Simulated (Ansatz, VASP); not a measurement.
# Cu in VASP and in Ansatz

The input POSCAR:

```
Cu
1.0
    0.0000000000      1.8075000000      1.8075000000
    1.8255750000      0.0000000000      1.8075000000
    1.8255750000      1.8075000000      0.0000000000
Cu
1
Direct
    0.0000000000      0.0000000000      0.0000000000
```

Contents of INCAR.step1:

```
  PREC = Accurate
  ENCUT = 520
  ISMEAR = 0
  SIGMA = 0.15
  LREAL = F
  LASPH = T
  NELM = 100
  NBANDS = 12
  GGA = PE
  ALGO = Normal
  EDIFF = 1E-4
  LWAVE = T
  LCHARG = F
```

File INCAR.step2:

```
  PREC = Accurate
  ENCUT = 520
  EDIFF = 1E-7
  ISMEAR = 0
  SIGMA = 0.15
  LREAL = F
  LASPH = T
  NELM = 100
  ALGO = Normal
  ISIF = 2
  LWAVE = F
  LCHARG = F
  METAGGA = R2SCAN
  LMIXTAU = T
  NBANDS = 12
  ISTART = 1
```

The input KPOINTS:

```
regular mesh
0
Gamma
  22 22 22
```

Input for Ansatz:

```yaml
crystal:
  lattice:
    - [0.0, 1.8075, 1.8075]
    - [1.825575, 0.0, 1.8075]
    - [1.825575, 1.8075, 0.0]
  atoms:
    - { symbol: Cu, position: [0.0, 0.0, 0.0] }
basis:
  ecutwfc: 500
kpoints:
  mp_grid: { grid: [22, 22, 22] }
hamiltonian:
  xc: r2scan
scf:
  occupations: { method: gaussian, width: 0.15 }
output:
  forces: true
  stress: true
  eigenvalues: true
```

Change from the starting cell: strain +0.0100 x Voigt [1, 0, 0, 0, 0, 0], atoms carried along.

Alike in both runs: task single point; functional r2SCAN; k mesh 22 × 22 × 22; occupations gaussian, width 0.15 eV; no spin polarisation.

```csv
,VASP,Ansatz
version,VASP 6.6.1,Ansatz 0.2.0
potentials or method,"VASP PAW PBE potentials, release 64 (Cu), cutoff 520 eV","scalar-relativistic, plane waves, PAW"
valence electrons in the cell,11,19
```

```tsv
	VASP	Ansatz	Ansatz less VASP
gap on the k mesh at the Fermi level (eV)	none	none	-
pressure (GPa)	-5.6	-6.1	-0.58
traceless stress, the component that is largest in VASP (GPa)	-0.37	-0.37	+0.006
```

VASP's potentials were made for PBE, not for r2SCAN. A gap of «none» marks a metal or a gap that the smearing closes. VASP's potentials hold 11 valence electrons a cell and Ansatz's 19, so a difference there can come from the potentials and not from the codes.
